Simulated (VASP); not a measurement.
# LiSi16 (a cell with a defect) in VASP: relaxation of the atoms with PBE

Aim: the relaxation of the atoms of LiSi16 (a cell with a defect) with PBE.

Everything below comes from runs of VASP 6.6.1. Logs are shortened: lines on timing, memory, paths and dates and some standing lists are left out, and cuts for length are marked.

### Step 1. The cell of the first run

The cell holds a defect, 17 atoms: a = 7.679 Å, b = 7.679 Å, c = 7.679 Å, α = 60.00°, β = 60.00°, γ = 60.00°.

### Step 2. Relaxation of the atoms, PBE

The input, INCAR:

```
ALGO = Normal
EDIFF = 1E-6
EDIFFG = -0.03
ENCUT = 520
GGA = PE
IBRION = 2
ISIF = 2
ISMEAR = 0
LASPH = T
LCHARG = F
LREAL = Auto
LWAVE = F
NELECT = 66.0
NELM = 60
NSW = 80
PREC = Accurate
SIGMA = 0.02
```

The input, KPOINTS:

```
k-points
0
Gamma
  2 2 2
```

The input, POSCAR:

```
LiSi16
1.0
    0.0000000000      5.4300000000      5.4300000000
    5.4300000000      0.0000000000      5.4300000000
    5.4300000000      5.4300000000      0.0000000000
Si Li
16 1
Direct
    0.0000000000      0.0000000000      0.0000000000
    0.1250000000      0.1250000000      0.1250000000
    0.0000000000      0.0000000000      0.5000000000
    0.1250000000      0.1250000000      0.6250000000
    0.0000000000      0.5000000000      0.0000000000
    0.1250000000      0.6250000000      0.1250000000
    0.0000000000      0.5000000000      0.5000000000
    0.1250000000      0.6250000000      0.6250000000
    0.5000000000      0.0000000000      0.0000000000
    0.6250000000      0.1250000000      0.1250000000
    0.5000000000      0.0000000000      0.5000000000
    0.6250000000      0.1250000000      0.6250000000
    0.5000000000      0.5000000000      0.0000000000
    0.6250000000      0.6250000000      0.1250000000
    0.5000000000      0.5000000000      0.5000000000
    0.6250000000      0.6250000000      0.6250000000
    0.8121130100      0.5564538700      0.8221708200
```

Potentials or basis: VASP PAW PBE potentials, release 64 (Si, Li_sv).

Started as:

```console
$ cat potpaw_PBE.64/Si/POTCAR potpaw_PBE.64/Li_sv/POTCAR > POTCAR
$ mpirun -np 1 vasp_std > vasp.out
```

OUTCAR:

```text
EDIFF = 1E-6
   EDIFFG = -0.03
   ENCUT = 520
   GGA = PE
   IBRION = 2
   ISIF = 2
   ISMEAR = 0
   LASPH = T
   LREAL = Auto
   NELECT = 66.0
   NELM = 60
   NSW = 80
   PREC = Accurate

 ion  position               nearest neighbor table
   1  0.000  0.000  0.000-   2 2.35   4 2.35   6 2.35  10 2.35
   2  0.125  0.125  0.125-   1 2.35   3 2.35   5 2.35   9 2.35
   3  0.000  0.000  0.500-   2 2.35   4 2.35   8 2.35  12 2.35
   4  0.125  0.125  0.625-   1 2.35   3 2.35   7 2.35  11 2.35
   5  0.000  0.500  0.000-  17 2.21   6 2.35   8 2.35  14 2.35   2 2.35
   6  0.125  0.625  0.125-   1 2.35   5 2.35   7 2.35  13 2.35
   7  0.000  0.500  0.500-  17 2.30   6 2.35   8 2.35  16 2.35   4 2.35
   8  0.125  0.625  0.625-  17 2.27   5 2.35   7 2.35  15 2.35   3 2.35
   9  0.500  0.000  0.000-   2 2.35  10 2.35  12 2.35  14 2.35
  10  0.625  0.125  0.125-   1 2.35   9 2.35  11 2.35  13 2.35
  11  0.500  0.000  0.500-   4 2.35  10 2.35  12 2.35  16 2.35
  12  0.625  0.125  0.625-   3 2.35   9 2.35  11 2.35  15 2.35
  13  0.500  0.500  0.000-  17 2.23  10 2.35  14 2.35  16 2.35   6 2.35
  14  0.625  0.625  0.125-  17 2.21   9 2.35  13 2.35  15 2.35   5 2.35
  15  0.500  0.500  0.500-   8 2.35  12 2.35  14 2.35  16 2.35
  16  0.625  0.625  0.625-  17 2.29  11 2.35  13 2.35  15 2.35   7 2.35
  17  0.812  0.556  0.822-  14 2.21   5 2.21  13 2.23   8 2.27  16 2.29   7 2.30

  LATTYP: Found a face centered cubic cell.
 ALAT       =    10.8600000000

  Lattice vectors:

 A1 = (   0.0000000000,   5.4300000000,   5.4300000000)
 A2 = (   5.4300000000,   0.0000000000,   5.4300000000)
 A3 = (   5.4300000000,   5.4300000000,   0.0000000000)

Analysis of symmetry for initial positions (statically):
=====================================================================
 Subroutine PRICEL returns:
 Original cell was already a primitive cell.

 Routine SETGRP: Setting up the symmetry group for a
 face centered cubic supercell.

 Subroutine GETGRP returns: Found  1 space group operations
 (whereof  1 operations were pure point group operations)
 out of a pool of 48 trial point group operations.

The static configuration has the point symmetry C_1 .

Analysis of symmetry for dynamics (positions and initial velocities):
=====================================================================
 Subroutine PRICEL returns:
 Original cell was already a primitive cell.

 Routine SETGRP: Setting up the symmetry group for a
 face centered cubic supercell.

 Subroutine GETGRP returns: Found  1 space group operations
 (whereof  1 operations were pure point group operations)
 out of a pool of 48 trial point group operations.

The dynamic configuration has the point symmetry C_1 .

 Subroutine INISYM returns: Found  1 space group operations
 (whereof  1 operations are pure point group operations),
 and found     1 'primitive' translations

----------------------------------------------------------------------------------------

                                     Primitive cell

  volume of cell :     320.2060

  direct lattice vectors                    reciprocal lattice vectors
     0.000000000  5.430000000  5.430000000    -0.092081031  0.092081031  0.092081031
     5.430000000  0.000000000  5.430000000     0.092081031 -0.092081031  0.092081031
     5.430000000  5.430000000  0.000000000     0.092081031  0.092081031 -0.092081031

  length of vectors
     7.679179644  7.679179644  7.679179644     0.159489025  0.159489025  0.159489025

  position of ions in fractional coordinates (direct lattice)
     0.000000000  0.000000000  0.000000000
     0.125000000  0.125000000  0.125000000
     0.000000000  0.000000000  0.500000000
     0.125000000  0.125000000  0.625000000
     0.000000000  0.500000000  0.000000000
     0.125000000  0.625000000  0.125000000
[... 9 lines left out ...]
     0.625000000  0.625000000  0.625000000
     0.812113010  0.556453870  0.822170820

  ion indices of the primitive-cell ions
   primitive index   ion index
                 1           1
                 2           2
                 3           3
                 4           4
                 5           5
                 6           6
[... 9 lines left out ...]
                16          16
                17          17

----------------------------------------------------------------------------------------

 KPOINTS: k-points

Automatic generation of k-mesh.
 Grid dimensions read from file:
 generate k-points for:    2    2    2

 Generating k-lattice:

  Cartesian coordinates                     Fractional coordinates (reciprocal lattice)
    -0.046040516  0.046040516  0.046040516     0.500000000  0.000000000  0.000000000
     0.046040516 -0.046040516  0.046040516     0.000000000  0.500000000  0.000000000
     0.046040516  0.046040516 -0.046040516     0.000000000  0.000000000  0.500000000

  Length of vectors
     0.079744512  0.079744512  0.079744512

  Shift w.r.t. Gamma in fractional coordinates (k-lattice)
     0.000000000  0.000000000  0.000000000

 Subroutine IBZKPT returns following result:
 ===========================================

 Found      8 irreducible k-points:

 Following reciprocal coordinates:
            Coordinates               Weight
  0.000000  0.000000  0.000000      1.000000
  0.500000  0.000000  0.000000      1.000000
  0.000000  0.500000  0.000000      1.000000
  0.000000  0.000000  0.500000      1.000000
  0.500000  0.500000  0.500000      1.000000
  0.500000  0.500000  0.000000      1.000000
  0.000000  0.500000  0.500000      1.000000
  0.500000  0.000000  0.500000      1.000000
   k-points           NKPTS =      8   k-points in BZ     NKDIM =      8   number of bands    NBANDS=     42
   number of dos      NEDOS =    301   number of ions     NIONS =     17
   total plane-waves  NPLWV = 216000
   dimension x,y,z NGX =    60 NGY =   60 NGZ =   60
   dimension x,y,z NGXF=   120 NGYF=  120 NGZF=  120
   ions per type =              16   1
   NGX,Y,Z   is equivalent  to a cutoff of  12.99, 12.99, 12.99 a.u.
   NGXF,Y,Z  is equivalent  to a cutoff of  25.98, 25.98, 25.98 a.u.
 SYSTEM =  unknown system
   PREC   = accura    normal or accurate (medium, high low for compatibility)
   ISTART =      0    job   : 0-new  1-cont  2-samecut
   ICHARG =      2    charge: 1-file 2-atom 10-const
   ISPIN  =      1    spin polarized calculation?
   LNONCOLLINEAR =      F non collinear calculations
   LSORBIT =      F    spin-orbit coupling
   LASPH  =      T    aspherical Exc in radial PAW
   ENCUT  =  520.0 eV  38.22 Ry    6.18 a.u.  14.28 14.28 14.28*2*pi/ulx,y,z
   NELM   =     60;   NELMIN=  2; NELMDL= -5     # of ELM steps
   EDIFF  = 0.1E-05   stopping-criterion for ELM
   LREAL  =      T    real-space projection
   EDIFFG = -.3E-01   stopping-criterion for IOM
   NSW    =     80    number of steps for IOM
   IBRION =      2    ionic relax: 0-MD 1-quasi-New 2-CG
   NFREE  =      1    steps in history (QN), initial steepest desc. (CG)
   ISIF   =      2    stress and relaxation
   ISYM   =      2    0-nonsym 1-usesym 2-fastsym
   POTIM  = 0.5000    time-step for ionic-motion
   TEBEG  =    0.0;   TEEND  =   0.0 temperature during run
   PSTRESS=    0.0 pullay stress
   NELECT =      66.0000    total number of electrons
   NUPDOWN=      -1.0000    fix difference up-down
   EMIN   =  10.00;   EMAX   =-10.00  energy-range for DOS
   EFERMI =   0.00;   METHOD = LEGACY
   ISMEAR =     0;   SIGMA  =   0.02  broadening in eV -4-tet -1-fermi 0-gaus
   EFERMI_NEDOS =   21; number of points for ismear=-14 and -15
   IALGO  =     38    algorithm
   IMIX   =      4    mixing-type and parameters
     AMIX     =   0.40;   BMIX     =  1.00
     AMIX_MAG =   1.60;   BMIX_MAG =  1.00
  volume/ion in A,a.u.               =      18.84       127.11
  Fermi-wavevector in a.u.,A,eV,Ry     =   0.967044  1.827449 12.723821  0.935174
  Thomas-Fermi vector in A             =   2.096897
   LORBIT       =      0    0 simple, 1 ext, 2 COOP (PROOUT), +10 PAW based schemes
   GGA     = PE    functional components
   LHFCALC =     F    Hartree Fock is set to
   AEXX    =    0.0000 exact exchange contribution
   IVDW    =     0    specifies the selected vdW correction
   LEPSILON=     F    determine dielectric tensor
   LRPA    =     F    only Hartree local field effects (RPA)
 conjugate gradient relaxation of ions
 non-spin polarized calculation
 Gauss-broadening in eV      SIGMA  =   0.02
  energy-cutoff  :      520.00
  volume of cell :      320.21
 maximum number of plane-waves:      8646
 NGX is ok and might be reduce to    60
   NGX = 29   NGY = 29   NGZ = 29

--------------------------------------- Ionic step        1  -------------------------------------------

 number of electron      66.0000004 magnetization

 Free energy of the ion-electron system (eV)
  ---------------------------------------------------
  ext. energy  EPLUGINS =         0.00000000
  ---------------------------------------------------
  free energy    TOTEN  =       -92.50660548 eV

  energy without entropy =      -92.50659635  energy(sigma->0) =      -92.50660092

------------------------ aborting loop because EDIFF is reached ----------------------------------------

  FORCE on cell =-STRESS in cart. coord.  units (eV):
  Direction    XX          YY          ZZ          XY          YZ          ZX
  --------------------------------------------------------------------------------------
  -------------------------------------------------------------------------------------
  Total        1.0867988      1.0339537      1.0183979      1.9592186      1.9785685     -1.9458697
  in kB        5.4378878      5.1734728      5.0956381      9.8031128      9.8999317     -9.7363203
  external PRESSURE =       5.2356662 kB  Pullay stress =       0.0000000 kB
[... 134 lines left out ...]
  FREE ENERGIE OF THE ION-ELECTRON SYSTEM (eV)
  ---------------------------------------------------
  free  energy   TOTEN  =       -92.8269295681 eV

  energy  without entropy=      -92.8269295681  energy(sigma->0) =      -92.82692957

[... ionic steps 4 to 41 ...]

--------------------------------------- Ionic step       42  -------------------------------------------

 number of electron      66.0000000 magnetization

------------------------ aborting loop because EDIFF is reached ----------------------------------------

  FORCE on cell =-STRESS in cart. coord.  units (eV):
  Direction    XX          YY          ZZ          XY          YZ          ZX
  --------------------------------------------------------------------------------------
  -------------------------------------------------------------------------------------
  Total       -1.1613629     -1.1547542     -1.1566669      0.0392638      0.0783963     -0.0242722
  in kB       -5.8109757     -5.7779081     -5.7874789      0.1964597      0.3922622     -0.1214481
  external PRESSURE =      -5.7921209 kB  Pullay stress =       0.0000000 kB
[... 87 lines left out ...]
  energy  without entropy=      -93.5144147742  energy(sigma->0) =      -93.51441477

--------------------------------------- Ionic step       44  -------------------------------------------

 number of electron      66.0000000 magnetization

 Free energy of the ion-electron system (eV)
  ---------------------------------------------------
  ext. energy  EPLUGINS =         0.00000000
  ---------------------------------------------------
  free energy    TOTEN  =       -93.51443504 eV

  energy without entropy =      -93.51443504  energy(sigma->0) =      -93.51443504

 E-fermi :   6.1527     XC(G=0):  -9.4409

 val. band max:        6.0422438691   @ k =   0.0000   0.0000   0.0000
 cond. band min:       6.6832118507   @ k =   0.0000   0.0000   0.0000
 fundamental gap:      0.6409679815
 Fermi energy:         6.1527354926

 k-point     1 :       0.0000    0.0000    0.0000
  band No.  band energies     occupation
      1     -40.3802      2.00000
      2      -5.9236      2.00000
      3      -3.6721      2.00000
      4      -3.6120      2.00000
      5      -3.6119      2.00000
      6      -3.6110      2.00000
[... 393 lines left out ...]
  FREE ENERGIE OF THE ION-ELECTRON SYSTEM (eV)
  ---------------------------------------------------
  free  energy   TOTEN  =       -93.5144350352 eV

  energy  without entropy=      -93.5144350352  energy(sigma->0) =      -93.51443504

 reached required accuracy - stopping structural energy minimisation
```

Run time: 72 min. Hardware: 1 thread of Intel Xeon Platinum 8259CL at 2.50GHz (Skylake/Cascade Lake), shared host; peak memory 0.54 GiB.

Results:

- Free energy: -93.5144 eV
- Energy gained by relaxing: 59.3 meV/atom
- Ionic steps: 44
- Largest force after relaxing: 0.017 eV/Å

Forces in eV/Å, atoms in the order of the input:
```
Si   0.015 -0.005  0.008
Si  -0.003  0.004 -0.002
Si   0.001 -0.003  0.008
Si  -0.009  0.001 -0.003
Si   0.004  0.003  0.009
Si   0.008  0.007 -0.002
Si   0.008 -0.003  0.001
Si  -0.001  0.006 -0.004
Si   0.004 -0.001  0.000
Si  -0.003  0.001 -0.006
Si   0.001 -0.007  0.004
Si  -0.002  0.002 -0.002
Si   0.004 -0.010 -0.001
Si  -0.002  0.004 -0.003
Si  -0.010  0.003 -0.005
Si  -0.002  0.005 -0.005
Li  -0.014 -0.007  0.002
```

The path:
| step | energy change (eV) | largest force (eV/Å) | pressure (GPa) |
| --- | --- | --- | --- |
| 1 | 0.0000 | 1.6385 | 0.52 |
| 3 | -0.3203 | 0.4257 | 0.35 |
| 5 | -0.3429 | 0.2558 | 0.32 |
| 7 | -0.3739 | 0.3222 | 0.22 |
| 9 | -0.4102 | 0.3112 | 0.11 |
| 11 | -0.4439 | 0.4095 | -0.17 |
| 13 | -0.4839 | 0.5556 | -0.58 |
| 15 | -0.4361 | 1.2083 | -1.42 |
| 17 | -0.5490 | 0.5705 | -1.03 |
| 19 | -0.5292 | 1.2896 | -1.46 |
| 21 | -0.6272 | 0.5033 | -1.26 |
| 23 | -0.6193 | 1.1621 | -1.10 |
| 25 | -0.7249 | 0.4120 | -1.17 |
| 27 | -0.7627 | 1.3085 | -0.72 |
| 29 | -0.8496 | 0.5248 | -0.87 |
| 31 | -0.9433 | 0.4361 | -0.65 |
| 33 | -0.9896 | 0.2292 | -0.60 |
| 35 | -1.0010 | 0.0904 | -0.59 |
| 37 | -1.0039 | 0.0966 | -0.59 |
| 39 | -1.0067 | 0.0599 | -0.58 |
| 41 | -1.0076 | 0.0360 | -0.58 |
| 43 | -1.0078 | 0.0337 | -0.58 |
| 44 | -1.0078 | 0.0174 | -0.58 |

Final structure:
```
Si Li
1.0
     0.00000    5.43000    5.43000
     5.43000    0.00000    5.43000
     5.43000    5.43000    0.00000
Si Li
16 1
Direct
  0.99894 0.00292 0.99929
  0.12313 0.13345 0.12393
  0.99349 0.01173 0.49782
  0.12333 0.13353 0.62007
  0.99840 0.51274 0.99907
  0.12170 0.63484 0.12174
  0.99875 0.51269 0.48998
  0.12290 0.63796 0.61976
  0.49702 0.01186 0.99429
  0.61961 0.13349 0.12395
  0.49720 0.01171 0.49784
  0.62094 0.13662 0.62175
  0.48982 0.51273 0.99913
  0.61917 0.63806 0.12368
  0.49672 0.50924 0.49756
  0.61952 0.63796 0.61984
  0.87146 0.38492 0.87247
```

Caveat: the k points lie up to 0.50 Å⁻¹ apart; the cell carries a net charge on a neutralising background, which shifts energy and pressure; the cell is charged against a uniform background, so pressure and absolute levels hang on convention; the cutoff is under 1.25 times the usual one of these potentials, so pressure, stress and relaxed cells hold a basis-set (Pulay) error.
